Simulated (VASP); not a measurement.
# Ti2HC (R-3m) in VASP: further runs

Ti2HC is run at these levels: PBEsol; tasks: single point.

Everything below comes from runs of VASP 6.6.1. Logs are shortened: lines on timing, memory, paths and dates and some standing lists are left out, and cuts for length are marked.

## Step 1: The cell of the first run

The structure is trigonal, space group R-3m (No. 166). The conventional cell has a = 3.017 Å, b = 3.017 Å, c = 15.309 Å, α = 90.00°, β = 90.00°, γ = 120.00°. Ti (site symmetry 3m) has 3 H at 2.00 Å and 3 C at 2.34 Å and 3 Ti at 2.64 Å within 2.7 Å. H (site symmetry -3m) has 6 Ti at 2.00 Å within 2.7 Å. Within 3.1 Å of C (site symmetry -3m) lie 6 Ti at 2.34 Å and 6 C at 3.02 Å and 6 H at 3.09 Å.

## Step 2: Single point, PBEsol (strained and its atoms moved)

The input, INCAR:

```
SYSTEM = Ti2HC
ALGO = Normal ; EDIFF = 1E-6
ENCUT = 520 ; GGA = PS
ISIF = 2 ; ISMEAR = 0
LASPH = .True. ; LCHARG = .False.
LREAL = .False. ; LWAVE = .False.
NBANDS = 22 ; NELM = 80
PREC = Accurate ; SIGMA = 0.1
```

The input, KPOINTS:

```
k-points
0
Gamma
  15 15 15
  0 0 0
```

The input, POSCAR:

```
Ti2HC
1.0
    1.5084270261      0.8708907496      5.1029993177
   -1.5084270261      0.8708907496      5.1029993177
    0.0000000000     -1.7417814992      5.1029993177
Ti H C
2 1 1
Direct
    0.7314755157      0.7314755157      0.7314755157
    0.2685244843      0.2685244843      0.2685244843
    0.0000000000      0.0000000000      0.0000000000
    0.5000000000      0.5000000000      0.5000000000
```

Potentials or basis: VASP PAW PBE potentials, release 64 (Ti_sv, H, C).

On the command line:

```console
$ cat potpaw_PBE.64/Ti_sv/POTCAR potpaw_PBE.64/H/POTCAR potpaw_PBE.64/C/POTCAR > POTCAR
$ mpirun -np 1 vasp_std > vasp.out
```

OUTCAR:

```text
SYSTEM = Ti2HC
   EDIFF = 1E-6
   ENCUT = 520
   GGA = PS
   ISIF = 2
   ISMEAR = 0
   LASPH = .True.
   LREAL = .False.
   NELM = 80
   PREC = Accurate

 ion  position               nearest neighbor table
   1  0.731  0.731  0.731-   4 2.34   4 2.34   4 2.34   2 2.64   2 2.64   2 2.64
   2  0.269  0.269  0.269-   4 2.34   4 2.34   4 2.34   1 2.64   1 2.64   1 2.64
   3  0.000  0.000  0.000-
   4  0.500  0.500  0.500-   2 2.34   2 2.34   1 2.34   1 2.34   2 2.34   1 2.34

  LATTYP: Found a trigonal (rhomboedric) cell.
 ALAT       =     5.3920686965
 COS(alpha) =     0.8434807449

  Lattice vectors:

 A1 = (   1.5084270261,   0.8708907496,   5.1029993177)
 A2 = (  -1.5084270261,   0.8708907496,   5.1029993177)
 A3 = (   0.0000000000,  -1.7417814992,   5.1029993177)

Analysis of symmetry for initial positions (statically):
=====================================================================
 Subroutine PRICEL returns:
 Original cell was already a primitive cell.

 Routine SETGRP: Setting up the symmetry group for a
 trigonal (rhombohedral) supercell.

 Subroutine GETGRP returns: Found 12 space group operations
 (whereof 12 operations were pure point group operations)
 out of a pool of 12 trial point group operations.

The static configuration has the point symmetry D_3d.

Analysis of symmetry for dynamics (positions and initial velocities):
=====================================================================
 Subroutine PRICEL returns:
 Original cell was already a primitive cell.

 Routine SETGRP: Setting up the symmetry group for a
 trigonal (rhombohedral) supercell.

 Subroutine GETGRP returns: Found 12 space group operations
 (whereof 12 operations were pure point group operations)
 out of a pool of 12 trial point group operations.

The dynamic configuration has the point symmetry D_3d.

 Subroutine INISYM returns: Found 12 space group operations
 (whereof 12 operations are pure point group operations),
 and found     1 'primitive' translations

----------------------------------------------------------------------------------------

                                     Primitive cell

  volume of cell :      40.2221

  direct lattice vectors                    reciprocal lattice vectors
[... 87 lines left out ...]
   LSORBIT =      F    spin-orbit coupling
   LASPH  =      T    aspherical Exc in radial PAW
   ENCUT  =  520.0 eV  38.22 Ry    6.18 a.u.  10.03 10.03 10.03*2*pi/ulx,y,z
   NELM   =     80;   NELMIN=  2; NELMDL= -5     # of ELM steps
   EDIFF  = 0.1E-05   stopping-criterion for ELM
   LREAL  =      F    real-space projection
   EDIFFG = 0.1E-04   stopping-criterion for IOM
   NSW    =      0    number of steps for IOM
   IBRION =     -1    ionic relax: 0-MD 1-quasi-New 2-CG
   NFREE  =      0    steps in history (QN), initial steepest desc. (CG)
   ISIF   =      2    stress and relaxation
   ISYM   =      2    0-nonsym 1-usesym 2-fastsym
   POTIM  = 0.5000    time-step for ionic-motion
   TEBEG  =    0.0;   TEEND  =   0.0 temperature during run
   PSTRESS=    0.0 pullay stress
   NELECT =      29.0000    total number of electrons
   NUPDOWN=      -1.0000    fix difference up-down
   EMIN   =  10.00;   EMAX   =-10.00  energy-range for DOS
   EFERMI =   0.00;   METHOD = LEGACY
   ISMEAR =     0;   SIGMA  =   0.10  broadening in eV -4-tet -1-fermi 0-gaus
   EFERMI_NEDOS =   21; number of points for ismear=-14 and -15
   IALGO  =     38    algorithm
   IMIX   =      4    mixing-type and parameters
     AMIX     =   0.40;   BMIX     =  1.00
     AMIX_MAG =   1.60;   BMIX_MAG =  1.00
  volume/ion in A,a.u.               =      10.06        67.86
  Fermi-wavevector in a.u.,A,eV,Ry     =   1.467977  2.774074 29.319963  2.154956
  Thomas-Fermi vector in A             =   2.583530
   LORBIT       =      0    0 simple, 1 ext, 2 COOP (PROOUT), +10 PAW based schemes
   GGA     = PS    functional components
   LHFCALC =     F    Hartree Fock is set to
   AEXX    =    0.0000 exact exchange contribution
   IVDW    =     0    specifies the selected vdW correction
   LEPSILON=     F    determine dielectric tensor
   LRPA    =     F    only Hartree local field effects (RPA)
 non-spin polarized calculation
 Gauss-broadening in eV      SIGMA  =   0.10
  energy-cutoff  :      520.00
  volume of cell :       40.22
 maximum number of plane-waves:      1108
   NGX = 19   NGY = 19   NGZ = 19

 number of electron      28.9999995 magnetization

 Free energy of the ion-electron system (eV)
  ---------------------------------------------------
  ext. energy  EPLUGINS =         0.00000000
  ---------------------------------------------------
  free energy    TOTEN  =       -29.92053693 eV

  energy without entropy =      -29.90868823  energy(sigma->0) =      -29.91461258

 E-fermi :   8.5550     XC(G=0): -12.2609

 val. band max:        8.5541617712   @ k =  -0.4667   0.1333   0.1333
 cond. band min:       8.5612521961   @ k =   0.4000   0.2667   0.2000
 fundamental gap:      0.0070904249
 Fermi energy:         8.5550132421

 k-point     1 :       0.0000    0.0000    0.0000
  band No.  band energies     occupation
      1     -47.9435      2.00000
      2     -47.7411      2.00000
      3     -24.5532      2.00000
      4     -24.1389      2.00000
      5     -24.1389      2.00000
      6     -23.9739      2.00000
[... 589 lines left out ...]
     21      11.8465      0.00000
     22      12.6783      0.00000

 [... further k-points ...]

------------------------ aborting loop because EDIFF is reached ----------------------------------------

  FORCE on cell =-STRESS in cart. coord.  units (eV):
  Direction    XX          YY          ZZ          XY          YZ          ZX
  --------------------------------------------------------------------------------------
  -------------------------------------------------------------------------------------
  Total       -0.3524467     -0.3524467     -6.0087747      0.0000000      0.0000000     -0.0000000
  in kB      -14.0391017    -14.0391017   -239.3490770      0.0000000      0.0000000     -0.0000000
  external PRESSURE =     -89.1424268 kB  Pullay stress =       0.0000000 kB

 VOLUME and BASIS-vectors are now :
 -----------------------------------------------------------------------------
  energy-cutoff  :      520.00
  volume of cell :       40.22
      direct lattice vectors                 reciprocal lattice vectors
     1.508427026  0.870890750  5.102999318     0.331471123  0.191374942  0.065321062
    -1.508427026  0.870890750  5.102999318    -0.331471123  0.191374942  0.065321062
     0.000000000 -1.741781499  5.102999318     0.000000000 -0.382749884  0.065321062

 POSITION                                       TOTAL-FORCE (eV/Angst)
 -----------------------------------------------------------------------------------
      0.00000      0.00000     11.19816         0.000000     -0.000000      6.231008
      0.00000      0.00000      4.11084         0.000000      0.000000     -6.231008
      0.00000      0.00000      0.00000         0.000000      0.000000      0.000000
      0.00000      0.00000      7.65450         0.000000      0.000000      0.000000
 -----------------------------------------------------------------------------------
    total drift:                                0.000000      0.000000     -0.000000

  FREE ENERGIE OF THE ION-ELECTRON SYSTEM (eV)
  ---------------------------------------------------
  free  energy   TOTEN  =       -29.9205369279 eV

  energy  without entropy=      -29.9086882260  energy(sigma->0) =      -29.91461258
```

It took 8.8 min on 1 thread of Intel Xeon Platinum 8259CL at 2.50GHz (Skylake/Cascade Lake), shared host; peak memory 0.45 GiB.

Results:

| Quantity | Value |
| --- | --- |
| Free energy | -29.9205 eV |
| Pressure | -8.9 GPa |
| Largest force | 6.231 eV/Å |
| Band gap on the k mesh | zero (an odd number of electrons rules out a gap without spin polarisation) |

Forces on the atoms (eV/Å):
```
Ti   0.000  0.000  6.231
Ti   0.000  0.000 -6.231
H    0.000  0.000  0.000
C    0.000  0.000  0.000
```

Caveat: the cell differs from its parent crystal (strained and its atoms moved); the cell stands under tension; the PAW data sets were made with another functional, which shifts forces and pressure a little.

## Step 3: Single point, PBEsol (strained)

The input, INCAR:

```
SYSTEM = Ti2HC
PREC = Accurate ; ENCUT = 520
EDIFF = 1E-6 ; ISMEAR = 0
SIGMA = 0.1 ; LREAL = .FALSE.
LASPH = .TRUE. ; NELM = 80
ALGO = Normal ; ISIF = 2
LWAVE = .FALSE. ; LCHARG = .FALSE.
GGA = PS ; NBANDS = 22
```

The input, KPOINTS:

```
regular mesh
0
G
  15 15 15
  0 0 0
```

The input, POSCAR:

```
Ti2HC
1.0
    1.6205844110      0.9356448459      4.7311084009
   -1.6205844110      0.9356448459      4.7311084009
    0.0000000000     -1.8712896919      4.7311084009
Ti H C
2 1 1
Direct
    0.7314755157      0.7314755157      0.7314755157
    0.2685244843      0.2685244843      0.2685244843
    0.0000000000      0.0000000000      0.0000000000
    0.5000000000      0.5000000000      0.5000000000
```

Potentials or basis: VASP PAW PBE potentials, release 64 (Ti_sv, H, C).

On the command line:

```console
$ cat potpaw_PBE.64/Ti_sv/POTCAR potpaw_PBE.64/H/POTCAR potpaw_PBE.64/C/POTCAR > POTCAR
$ mpirun -np 1 vasp_std > vasp.out
```

Run time: 8.3 min. Hardware: 1 thread of Intel Xeon Platinum 8259CL at 2.50GHz (Skylake/Cascade Lake), shared host; peak memory 0.47 GiB.

The run converged. Its results:

```yaml
Free_energy: -30.0234 eV
Pressure: -18.6 GPa
Largest_force: 5.894 eV/Å
Band_gap_on_the_k_mesh: zero (an odd number of electrons rules out a gap without spin polarisation)
```

Forces in eV/Å, atoms in the order of the input:
```
Ti   0.000  0.000  5.894
Ti   0.000  0.000 -5.894
H    0.000  0.000  0.000
C    0.000  0.000  0.000
```

Stress tensor (GPa, compression positive):
```
-16.36   0.00   0.00
  0.00 -16.36   0.00
  0.00   0.00 -23.22
```

Levels at points of the mesh, in eV from the Fermi level:
```tsv
k point	band 13	band 14	band 15	band 16	band 17	band 18
(0.00, 0.00, 0.00)	-1.68	-0.23	-0.23	2.01	2.11	2.11
```

Caveat: the cell differs from its parent crystal (strained); the cell stands under tension; the PAW data sets were made with another functional, which shifts forces and pressure a little.
